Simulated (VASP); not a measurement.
# Ir (Pmma) in VASP: notebook, part 2 of 2

VASP 6.6.1. Earlier steps stand in the parts before.

### Step 3. Single point, PBEsol

INCAR reads:

```
SYSTEM = Ir
PREC = Accurate ; ENCUT = 520
EDIFF = 1E-7 ; ISMEAR = 1
SIGMA = 0.2 ; LREAL = .False.
LASPH = .True. ; NELM = 60
ALGO = Normal ; ISIF = 2
LWAVE = .False. ; LCHARG = .False.
GGA = PS ; NBANDS = 16
```

KPOINTS reads:

```
Automatic mesh
0
Gamma
  3 12 4
  0 0 0
```

POSCAR reads:

```
Ir
1.0
   12.2384552500      0.0000000000      0.0000000000
    0.0000000000      2.2334312600      0.0000000000
    0.0000000000      0.0000000000      7.1930008000
Ir
2
Direct
    0.2500000000      0.0000000000      0.1639884000
    0.7500000000      0.0000000000      0.8360116000
```

Potentials or basis: VASP PAW PBE potentials, release 64 (Ir).

Launch:

```
$ cat potpaw_PBE.64/Ir/POTCAR > POTCAR
$ mpirun -np 1 vasp_std > vasp.out
```

OUTCAR:

```text
SYSTEM = Ir
   PREC = Accurate
   ENCUT = 520
   EDIFF = 1E-7
   ISMEAR = 1
   LREAL = .False.
   LASPH = .True.
   NELM = 60
   ISIF = 2
   GGA = PS

 ion  position               nearest neighbor table
   1  0.250  0.000  0.164-
   2  0.750  0.000  0.836-

  LATTYP: Found a simple orthorhombic cell.
 ALAT       =     2.2334312600
 B/A-ratio  =     3.2206054105
 C/A-ratio  =     5.4796650648

  Lattice vectors:

 A1 = (   0.0000000000,   2.2334312600,   0.0000000000)
 A2 = (   0.0000000000,   0.0000000000,   7.1930008000)
 A3 = (  12.2384552500,   0.0000000000,   0.0000000000)

Analysis of symmetry for initial positions (statically):
=====================================================================
 Subroutine PRICEL returns:
 Original cell was already a primitive cell.

 Routine SETGRP: Setting up the symmetry group for a
 simple orthorhombic supercell.

 Subroutine GETGRP returns: Found  8 space group operations
 (whereof  4 operations were pure point group operations)
 out of a pool of  8 trial point group operations.

The static configuration has the point symmetry C_2h.
 The point group associated with its full space group is D_2h.

Analysis of symmetry for dynamics (positions and initial velocities):
=====================================================================
 Subroutine PRICEL returns:
 Original cell was already a primitive cell.

 Routine SETGRP: Setting up the symmetry group for a
 simple orthorhombic supercell.

 Subroutine GETGRP returns: Found  8 space group operations
 (whereof  4 operations were pure point group operations)
 out of a pool of  8 trial point group operations.

The dynamic configuration has the point symmetry C_2h.
 The point group associated with its full space group is D_2h.

 Subroutine INISYM returns: Found  8 space group operations
 (whereof  4 operations are pure point group operations),
 and found     1 'primitive' translations

----------------------------------------------------------------------------------------
[... 108 lines left out ...]
   ISMEAR =     1;   SIGMA  =   0.20  broadening in eV -4-tet -1-fermi 0-gaus
   EFERMI_NEDOS =   21; number of points for ismear=-14 and -15
   IALGO  =     38    algorithm
   IMIX   =      4    mixing-type and parameters
     AMIX     =   0.40;   BMIX     =  1.00
     AMIX_MAG =   1.60;   BMIX_MAG =  1.00
  volume/ion in A,a.u.               =      98.31       663.40
  Fermi-wavevector in a.u.,A,eV,Ry     =   0.737841  1.394317  7.407131  0.544409
  Thomas-Fermi vector in A             =   1.831619
   LORBIT       =      0    0 simple, 1 ext, 2 COOP (PROOUT), +10 PAW based schemes
   GGA     = PS    functional components
   LHFCALC =     F    Hartree Fock is set to
   AEXX    =    0.0000 exact exchange contribution
   IVDW    =     0    specifies the selected vdW correction
   LEPSILON=     F    determine dielectric tensor
   LRPA    =     F    only Hartree local field effects (RPA)
 non-spin polarized calculation
 Methfessel and Paxton  Order N= 1 SIGMA  =   0.20
  energy-cutoff  :      520.00
  volume of cell :      196.61
 maximum number of plane-waves:      5340
 NGX is ok and might be reduce to    96
   NGX = 45   NGY =  9   NGZ = 27

 number of electron      18.0000000 magnetization

 Free energy of the ion-electron system (eV)
  ---------------------------------------------------
  ext. energy  EPLUGINS =         0.00000000
  ---------------------------------------------------
  free energy    TOTEN  =       -10.92849251 eV

  energy without entropy =      -10.89385061  energy(sigma->0) =      -10.91694521

 E-fermi :  -3.7341     XC(G=0):  -4.1509

 val. band max:       -3.7343868204   @ k =   0.3333   0.4167   0.5000
 cond. band min:      -3.6020911975   @ k =   0.3333   0.5000   0.0000
 fundamental gap:      0.1322956229
 Fermi energy:        -3.7341441913

 k-point     1 :       0.0000    0.0000    0.0000
  band No.  band energies     occupation
      1     -11.2521      2.00000
      2     -11.2517      2.00000
      3      -5.8980      2.00000
      4      -5.8417      2.00000
      5      -5.3235      2.00000
      6      -5.3200      2.00000
[... 433 lines left out ...]
      3      -7.2406      2.00000
      4      -7.2401      2.00000
      5      -4.0880      2.03130
      6      -4.0877      2.03142
[... 8 lines left out ...]
     15       3.9626      0.00000
     16       4.3092      0.00000

 [... further k-points ...]
[... 5 lines left out ...]
  --------------------------------------------------------------------------------------
  -------------------------------------------------------------------------------------
  Total       -0.0299122      1.2792301     -0.0235424      0.0000000      0.0000000      0.0000000
  in kB       -0.2437527     10.4243728     -0.1918460      0.0000000      0.0000000      0.0000000
  external PRESSURE =       3.3295913 kB  Pullay stress =       0.0000000 kB

 VOLUME and BASIS-vectors are now :
 -----------------------------------------------------------------------------
  energy-cutoff  :      520.00
  volume of cell :      196.61
      direct lattice vectors                 reciprocal lattice vectors
    12.238455250  0.000000000  0.000000000     0.081709659  0.000000000  0.000000000
     0.000000000  2.233431260  0.000000000     0.000000000  0.447741562  0.000000000
     0.000000000  0.000000000  7.193000800     0.000000000  0.000000000  0.139024036

 POSITION                                       TOTAL-FORCE (eV/Angst)
 -----------------------------------------------------------------------------------
      3.05961      0.00000      1.17957         0.000000      0.000000     -0.000720
      9.17884      0.00000      6.01343         0.000000      0.000000      0.000720
 -----------------------------------------------------------------------------------
    total drift:                                0.000000      0.000000     -0.000000

  FREE ENERGIE OF THE ION-ELECTRON SYSTEM (eV)
  ---------------------------------------------------
  free  energy   TOTEN  =       -10.9284925143 eV

  energy  without entropy=      -10.8938506123  energy(sigma->0) =      -10.91694521
```

OSZICAR:

```text
N       E                     dE             d eps       ncg     rms          rms(c)
DAV:   1     0.120663046247E+03    0.12066E+03   -0.59329E+03  1344   0.835E+02
DAV:   2     0.228790271325E+01   -0.11838E+03   -0.10457E+03  1496   0.202E+02
DAV:   3    -0.111574294556E+02   -0.13445E+02   -0.12204E+02  1848   0.655E+01
DAV:   4    -0.114171956890E+02   -0.25977E+00   -0.25867E+00  1528   0.118E+01
DAV:   5    -0.114213197786E+02   -0.41241E-02   -0.41236E-02  1648   0.126E+00    0.128E+01
DAV:   6    -0.109865110552E+02    0.43481E+00   -0.17416E+00  1784   0.103E+01    0.669E+00
DAV:   7    -0.109347067588E+02    0.51804E-01   -0.86817E-02  1608   0.204E+00    0.204E+00
DAV:   8    -0.109287347102E+02    0.59720E-02   -0.53293E-03  1352   0.521E-01    0.208E-01
DAV:   9    -0.109285278877E+02    0.20682E-03   -0.72757E-04  1672   0.172E-01    0.359E-02
DAV:  10    -0.109285039074E+02    0.23980E-04   -0.25278E-05  1376   0.343E-02    0.153E-02
DAV:  11    -0.109284961042E+02    0.78032E-05   -0.95009E-06  1464   0.163E-02    0.476E-03
DAV:  12    -0.109284933313E+02    0.27729E-05   -0.18259E-06  1360   0.842E-03    0.362E-03
DAV:  13    -0.109284925561E+02    0.77518E-06   -0.57019E-07  1240   0.654E-03    0.415E-04
DAV:  14    -0.109284925143E+02    0.41817E-07   -0.51572E-08  1120   0.187E-03
   1 F= -.10928493E+02 E0= -.10916945E+02  d E =-.346419E-01
```

stdout:

```text
POSCAR found type information on POSCAR Ir
 POSCAR found :  1 types and       2 ions
 scaLAPACK will be used
 -----------------------------------------------------------------------------
|                                                                             |
|                                                                             |
|     You enforced a specific xc type in the INCAR file but a different       |
|     I HOPE YOU KNOW WHAT YOU ARE DOING!                                     |
|                                                                             |
 -----------------------------------------------------------------------------

 LDA part: xc-table for (Slater+PW92), standard interpolation
 POSCAR, INCAR and KPOINTS ok, starting setup
 FFT: planning ... GRIDC
 FFT: planning ... GRID_SOFT
 FFT: planning ... GRID
 WAVECAR not read
 entering main loop
```

It took 1.8 min on 1 thread of Intel Xeon 8259CL, shared host; peak memory 0.35 GiB.

Results:

```yaml
Free_energy: -10.9285 eV
Pressure: 0.3 GPa
Band_gap_on_the_k_mesh: zero (bands 9 and 10 overlap by 3.30 eV)
```

Caveat: the PAW data sets were made with another functional, which shifts forces and pressure a little; spin-orbit coupling is left out, which moves the levels of the heavy elements.
